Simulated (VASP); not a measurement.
The system is Cd.

```
Cd
1.0
     3.12529    0.00000    0.00000
    -1.56265    2.70658    0.00000
     0.00000    0.00000   10.20721
Cd
4
Cartesian
  0.0000 0.0000 0.0000
  0.0000 0.0000 5.1036
  0.0000 1.8044 2.5518
  1.5626 0.9022 7.6554
```

```yaml
Program: VASP 6.6.1
Task: relaxation of cell and atoms
Functional: revPBE
Potentials_or_basis: VASP PAW PBE potentials, release 64 (Cd)
Cutoff: 600 eV
k_mesh: 12 × 12 × 3
Occupations: fermi-dirac, width 0.1 eV
Spin: no spin polarisation
```

At the start: pressure 4.7 GPa; volume 21.59 Å³/atom.

**Question.** How do energy, volume and symmetry change on relaxing?

**Answer.** Over 3 steps the energy falls by 31.2 meV/atom and the volume is 24.00 Å³/atom (+11.2 %); space group P6_3/mmc (No. 194, to 0.05 Å).

The path:
```tsv
step	energy change (eV)	largest force (eV/Å)	pressure (GPa)	volume (Å³)
1	0.0000	0.0000	4.75	86.34
2	-0.1230	0.0000	0.47	94.58
3	-0.1248	0.0000	-0.05	96.00
```

Final structure:
```
Cd
1.0
     3.24105    0.00000    0.00000
    -1.62053    2.80683    0.00000
     0.00000    0.00000   10.55332
Cd
4
Direct
  0.00000 0.00000 0.00000
  0.00000 0.00000 0.50000
  0.33333 0.66667 0.25000
  0.66667 0.33333 0.75000
```

Caveat: the PAW data sets were made with another functional, which shifts forces and pressure a little.
